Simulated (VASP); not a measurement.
# InSb: single point with r2SCAN

**Experimental background.**

From “Electronic Structure and Epitaxy of CdTe Shells on InSb Nanowires”, 2021, arxiv:2111.05126, for a bulk crystal of InSb: band gap 0.24 eV.

InSb:

```
In Sb
1.0
     0.00000    3.23910    3.23910
     3.23910    0.00000    3.23910
     3.23910    3.23910    0.00000
In Sb
1 1
Direct
  0.00000 0.00000 0.00000
  0.75000 0.75000 0.75000
```

```json
{"Program": "VASP 6.6.1", "Task": "single point", "Functional": "r2SCAN", "Potentials or basis": "VASP PAW PBE potentials, release 64 (In_d, Sb)", "Cutoff": "520 eV", "k mesh": "10 × 10 × 10", "Occupations": "gaussian, width 0.03 eV", "Spin": "no spin polarisation", "Dipole correction": "no", "Further INCAR settings": "ALGO = Normal; EDIFF = 1e-07; NBANDS = 16"}
```

```yaml
Pressure: 1.7 GPa
Band_gap_on_the_k_mesh: 0.24 eV, direct
```

Levels at points of the mesh, in eV from the valence-band top:
```
           k point  band 5  band 6  band 7  band 8  band 9  band 10  band 11  band 12  band 13  band 14
(0.00, 0.00, 0.00)  -14.99  -11.12    0.00    0.00    0.00     0.24     3.22     3.22     3.22     6.20
(0.50, 0.00, 0.00)  -14.99   -9.67   -5.78   -1.05   -1.05     0.84     4.10     4.10     6.48     8.87
(0.50, 0.50, 0.00)  -14.98   -9.02   -6.07   -2.36   -2.36     1.55     1.57     8.74     8.74     9.45
```

Run time: 110 s on 1 thread of Intel(R) Xeon(R) 6975P-C (Granite Rapids), with other jobs on the host, peak memory 0.24 GiB.

Against the measured gap of InSb, 0.24 eV (quoted in “Electronic Structure and Epitaxy of CdTe Shells on InSb Nanowires”, 2021, arxiv:2111.05126), the calculated 0.24 eV is off by 0.00 eV. Spin-orbit coupling on In, Sb is left out. The value is that of r2SCAN, without temperature or zero-point motion.

Caveat: the PAW data sets were made with another functional, which shifts forces and pressure a little; spin-orbit coupling is left out, which moves the levels of the heavy elements.
